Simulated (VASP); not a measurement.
A run of VASP 6.6.1 is set up as follows.

The input INCAR:

```
ALGO = Normal
EDIFF = 1E-8
ENCUT = 500
GGA = PS
GGA_COMPAT = F
IBRION = 8
ISIF = 2
ISMEAR = 0
LASPH = T
LCHARG = F
LREAL = F
LWAVE = F
NBANDS = 19
NELM = 120
NSW = 1
PREC = Accurate
SIGMA = 0.01
```

Contents of KPOINTS:

```
k-points
0
Gamma
  6 6 6
```

The input POSCAR:

```
K2S
1.0
    3.5682885463      3.5682885463      0.0000000000
   -3.5682885463      3.5682885463      0.0000000000
    0.0000000000      3.5682885463      3.5682885463
K S
2 1
Direct
    0.2500000000      0.7500000000      0.5000000000
    0.7500000000      0.2500000000      0.5000000000
    0.0000000000      0.0000000000      0.0000000000
```

Potentials or basis: VASP PAW PBE potentials, release 64 (K_sv, S).

The run is started by

```console
$ cat potpaw_PBE.64/K_sv/POTCAR potpaw_PBE.64/S/POTCAR > POTCAR
$ mpirun -np 1 vasp_std > vasp.out
```

Task: What does it give for the highest phonon frequency at Γ, LO-TO splitting left out?

Result: 196 cm⁻¹.

Phonon frequencies in cm⁻¹ (negative: imaginary):
```tsv
q point	frequencies
(0.000, 0.000, 0.000)	0 0 0 142 142 142 196 196 196
```

Caveat: the cell stands under pressure or tension, which shifts response properties.
